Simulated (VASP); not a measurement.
# Nb2H3 (P-3m1) in VASP: a series of runs, part 2 of 2

VASP 6.6.1. Earlier steps stand in the parts before.

**3. Single point, r2SCAN**

This run uses another cell than the first one, of 9.77 Å³/atom.

Input file POSCAR:

```
Nb2H3
1.0
    3.3091608084      0.0000000000      0.0000000000
   -1.6545804042      2.8658173252      0.0000000000
    0.0000000000      0.0000000000      5.1485166892
Nb H
2 3
Direct
    0.3333333333      0.6666666667      0.2450000000
    0.6666666667      0.3333333333      0.7550000000
    0.0000000000      0.0000000000      0.0000000000
    0.3333333333      0.6666666667      0.6450000000
    0.6666666667      0.3333333333      0.3550000000
```

Input file INCAR.step1:

```
  ALGO = Normal
  EDIFF = 1E-4
  ENCUT = 520
  GGA = PE
  ISMEAR = 0
  LASPH = True
  LCHARG = False
  LREAL = False
  LWAVE = True
  NBANDS = 22
  NELM = 80
  PREC = Accurate
  SIGMA = 0.1
```

Input file INCAR.step2:

```
  ALGO = Normal
  EDIFF = 1E-6
  ENCUT = 520
  ISIF = 2
  ISMEAR = 0
  ISTART = 1
  LASPH = True
  LCHARG = False
  LMIXTAU = True
  LREAL = False
  LWAVE = False
  METAGGA = R2SCAN
  NBANDS = 22
  NELM = 80
  PREC = Accurate
  SIGMA = 0.1
```

Input file KPOINTS:

```
k-points
0
Gamma
  6 6 4
```

Potentials or basis: VASP PAW PBE potentials, release 64 (Nb_sv, H).

Started as:

```
> cat potpaw_PBE.64/Nb_sv/POTCAR potpaw_PBE.64/H/POTCAR > POTCAR
> cp INCAR.step1 INCAR
> mpirun -np 1 vasp_std > vasp.out
> cp INCAR.step2 INCAR
> mpirun -np 1 vasp_std > vasp.out
```

OUTCAR:

```text
EDIFF = 1E-6
   ENCUT = 520
   ISIF = 2
   ISMEAR = 0
   ISTART = 1
   LASPH = True
   LREAL = False
   METAGGA = R2SCAN
   NELM = 80
   PREC = Accurate

 ion  position               nearest neighbor table
   1  0.333  0.667  0.245-
   2  0.667  0.333  0.755-
   3  0.000  0.000  0.000-
   4  0.333  0.667  0.645-
   5  0.667  0.333  0.355-

  LATTYP: Found a hexagonal cell.
 ALAT       =     3.3091608084
 C/A-ratio  =     1.5558375634

  Lattice vectors:

 A1 = (   3.3091608084,   0.0000000000,   0.0000000000)
 A2 = (  -1.6545804042,   2.8658173252,   0.0000000000)
 A3 = (   0.0000000000,   0.0000000000,   5.1485166892)

Analysis of symmetry for initial positions (statically):
=====================================================================
 Subroutine PRICEL returns:
 Original cell was already a primitive cell.

 Routine SETGRP: Setting up the symmetry group for a
 hexagonal supercell.

 Subroutine GETGRP returns: Found 12 space group operations
 (whereof 12 operations were pure point group operations)
 out of a pool of 24 trial point group operations.

The static configuration has the point symmetry D_3d.

Analysis of symmetry for dynamics (positions and initial velocities):
=====================================================================
 Subroutine PRICEL returns:
 Original cell was already a primitive cell.

 Routine SETGRP: Setting up the symmetry group for a
 hexagonal supercell.

 Subroutine GETGRP returns: Found 12 space group operations
 (whereof 12 operations were pure point group operations)
 out of a pool of 24 trial point group operations.

The dynamic configuration has the point symmetry D_3d.

 Subroutine INISYM returns: Found 12 space group operations
 (whereof 12 operations are pure point group operations),
 and found     1 'primitive' translations

----------------------------------------------------------------------------------------

                                     Primitive cell

  volume of cell :      48.8257

  direct lattice vectors                    reciprocal lattice vectors
     3.309160808  0.000000000  0.000000000     0.302191419  0.174470297  0.000000000
    -1.654580404  2.865817325  0.000000000     0.000000000  0.348940594  0.000000000
     0.000000000  0.000000000  5.148516689     0.000000000  0.000000000  0.194230700

  length of vectors
     3.309160808  3.309160808  5.148516689     0.348940594  0.348940594  0.194230700

  position of ions in fractional coordinates (direct lattice)
     0.333333333  0.666666667  0.245000000
     0.666666667  0.333333333  0.755000000
     0.000000000  0.000000000  0.000000000
     0.333333333  0.666666667  0.645000000
     0.666666667  0.333333333  0.355000000

  ion indices of the primitive-cell ions
   primitive index   ion index
                 1           1
                 2           2
                 3           3
                 4           4
                 5           5

----------------------------------------------------------------------------------------

 KPOINTS: k-points

Automatic generation of k-mesh.
 Grid dimensions read from file:
 generate k-points for:    6    6    4

 Generating k-lattice:

  Cartesian coordinates                     Fractional coordinates (reciprocal lattice)
     0.050365236  0.029078383  0.000000000     0.166666667  0.000000000  0.000000000
     0.000000000  0.058156766  0.000000000     0.000000000  0.166666667  0.000000000
     0.000000000  0.000000000  0.048557675     0.000000000  0.000000000  0.250000000

  Length of vectors
     0.058156766  0.058156766  0.048557675

  Shift w.r.t. Gamma in fractional coordinates (k-lattice)
     0.000000000  0.000000000  0.000000000

 Subroutine IBZKPT returns following result:
 ===========================================

 Found     24 irreducible k-points:

 Following reciprocal coordinates:
            Coordinates               Weight
  0.000000  0.000000  0.000000      1.000000
  0.166667 -0.000000  0.000000      6.000000
  0.333333 -0.000000  0.000000      6.000000
  0.500000  0.000000  0.000000      3.000000
  0.166667  0.166667  0.000000      6.000000
  0.333333  0.166667  0.000000     12.000000
[... 16 lines left out ...]
  0.333333  0.166667  0.500000     12.000000
  0.333333  0.333333  0.500000      2.000000
   k-points           NKPTS =     24   k-points in BZ     NKDIM =     24   number of bands    NBANDS=     22
   number of dos      NEDOS =    301   number of ions     NIONS =      5
   total plane-waves  NPLWV =  31360
   dimension x,y,z NGX =    28 NGY =   28 NGZ =   40
   dimension x,y,z NGXF=    56 NGYF=   56 NGZF=   80
   ions per type =               2   3
   NGX,Y,Z   is equivalent  to a cutoff of  14.07, 14.07, 12.92 a.u.
   NGXF,Y,Z  is equivalent  to a cutoff of  28.13, 28.13, 25.83 a.u.
 SYSTEM =  unknown system
   PREC   = accura    normal or accurate (medium, high low for compatibility)
   ISTART =      1    job   : 0-new  1-cont  2-samecut
   ICHARG =      0    charge: 1-file 2-atom 10-const
   ISPIN  =      1    spin polarized calculation?
   LNONCOLLINEAR =      F non collinear calculations
   LSORBIT =      F    spin-orbit coupling
   LASPH  =      T    aspherical Exc in radial PAW
   ENCUT  =  520.0 eV  38.22 Ry    6.18 a.u.   6.15  6.15  9.57*2*pi/ulx,y,z
   NELM   =     80;   NELMIN=  2; NELMDL=  0     # of ELM steps
   EDIFF  = 0.1E-05   stopping-criterion for ELM
   LREAL  =      F    real-space projection
   EDIFFG = 0.1E-04   stopping-criterion for IOM
   NSW    =      0    number of steps for IOM
   IBRION =     -1    ionic relax: 0-MD 1-quasi-New 2-CG
   NFREE  =      0    steps in history (QN), initial steepest desc. (CG)
   ISIF   =      2    stress and relaxation
   ISYM   =      2    0-nonsym 1-usesym 2-fastsym
   POTIM  = 0.5000    time-step for ionic-motion
   TEBEG  =    0.0;   TEEND  =   0.0 temperature during run
   PSTRESS=    0.0 pullay stress
   NELECT =      29.0000    total number of electrons
   NUPDOWN=      -1.0000    fix difference up-down
   EMIN   =  10.00;   EMAX   =-10.00  energy-range for DOS
   EFERMI =   0.00;   METHOD = LEGACY
   ISMEAR =     0;   SIGMA  =   0.10  broadening in eV -4-tet -1-fermi 0-gaus
   EFERMI_NEDOS =   21; number of points for ismear=-14 and -15
   IALGO  =     38    algorithm
   IMIX   =      4    mixing-type and parameters
     AMIX     =   0.40;   BMIX     =  1.00
     AMIX_MAG =   1.60;   BMIX_MAG =  1.00
  volume/ion in A,a.u.               =       9.77        65.90
  Fermi-wavevector in a.u.,A,eV,Ry     =   1.376125  2.600500 25.765638  1.893721
  Thomas-Fermi vector in A             =   2.501399
   LORBIT       =      0    0 simple, 1 ext, 2 COOP (PROOUT), +10 PAW based schemes
   METAGGA = R2SCAN    functional components
   LHFCALC =     F    Hartree Fock is set to
   AEXX    =    0.0000 exact exchange contribution
   IVDW    =     0    specifies the selected vdW correction
   LEPSILON=     F    determine dielectric tensor
   LRPA    =     F    only Hartree local field effects (RPA)
 non-spin polarized calculation
 Gauss-broadening in eV      SIGMA  =   0.10
  energy-cutoff  :      520.00
  volume of cell :       48.83
 maximum number of plane-waves:      1339
 NGX is ok and might be reduce to    28
   NGX = 13   NGY = 13   NGZ = 19

 number of electron      29.0000001 magnetization

 Free energy of the ion-electron system (eV)
  ---------------------------------------------------
  ext. energy  EPLUGINS =         0.00000000
  ---------------------------------------------------
  free energy    TOTEN  =       -60.56886383 eV

  energy without entropy =      -60.54958982  energy(sigma->0) =      -60.55922683

 E-fermi :   8.9934     XC(G=0): -12.6615

 val. band max:        8.9931360437   @ k =   0.5000   0.0000   0.5000
 cond. band min:       8.9970603245   @ k =   0.3333   0.1667   0.2500
 fundamental gap:      0.0039242808
 Fermi energy:         8.9933509986

 k-point     1 :       0.0000    0.0000    0.0000
  band No.  band energies     occupation
      1     -48.0238      2.00000
      2     -47.9311      2.00000
      3     -23.6343      2.00000
      4     -23.2000      2.00000
      5     -23.2000      2.00000
      6     -23.0995      2.00000
[... 574 lines left out ...]
      6     -23.3944      2.00000
[... 14 lines left out ...]
     21      14.5132      0.00000
     22      16.3829      0.00000

------------------------ aborting loop because EDIFF is reached ----------------------------------------

  FORCE on cell =-STRESS in cart. coord.  units (eV):
  Direction    XX          YY          ZZ          XY          YZ          ZX
  --------------------------------------------------------------------------------------
  -------------------------------------------------------------------------------------
  Total       -5.4980170     -5.4980170     -4.5044391      0.0000000     -0.0000000      0.0000000
  in kB     -180.4131363   -180.4131363   -147.8096546      0.0000000     -0.0000000      0.0000000
  external PRESSURE =    -169.5453090 kB  Pullay stress =       0.0000000 kB

 VOLUME and BASIS-vectors are now :
 -----------------------------------------------------------------------------
  energy-cutoff  :      520.00
  volume of cell :       48.83
      direct lattice vectors                 reciprocal lattice vectors
     3.309160808  0.000000000  0.000000000     0.302191419  0.174470297  0.000000000
    -1.654580404  2.865817325  0.000000000     0.000000000  0.348940594  0.000000000
     0.000000000  0.000000000  5.148516689     0.000000000  0.000000000  0.194230700

 POSITION                                       TOTAL-FORCE (eV/Angst)
 -----------------------------------------------------------------------------------
     -0.00000      1.91054      1.26139        -0.000000      0.000000     -0.732727
      1.65458      0.95527      3.88713         0.000000      0.000000      0.732727
      0.00000      0.00000      0.00000         0.000000      0.000000      0.000000
     -0.00000      1.91054      3.32079        -0.000000     -0.000000     -0.476500
      1.65458      0.95527      1.82772         0.000000      0.000000      0.476500
 -----------------------------------------------------------------------------------
    total drift:                                0.000000     -0.000000      0.000000

  FREE ENERGIE OF THE ION-ELECTRON SYSTEM (eV)
  ---------------------------------------------------
  free  energy   TOTEN  =       -60.5688638307 eV

  energy  without entropy=      -60.5495898218  energy(sigma->0) =      -60.55922683
```

Wall time 62 s (1 thread of Intel Xeon 6975P-C (Granite Rapids), shared host); peak memory 0.19 GiB.

Results:

- Free energy: -60.5689 eV
- Pressure: -17.0 GPa
- Largest force: 0.733 eV/Å
- Band gap on the k mesh: zero (an odd number of electrons rules out a gap without spin polarisation)

Forces on the atoms (eV/Å):
```
Nb   0.000  0.000 -0.733
Nb   0.000  0.000  0.733
H    0.000  0.000  0.000
H    0.000  0.000 -0.476
H    0.000  0.000  0.476
```

Caveat: the k points lie up to 0.37 Å⁻¹ apart, too coarse for converged energies and pressures of a metal; the PAW data sets were made with another functional, which shifts forces and pressure a little.

The gap in the log of VASP goes by the Fermi energy; the results here count the filled bands.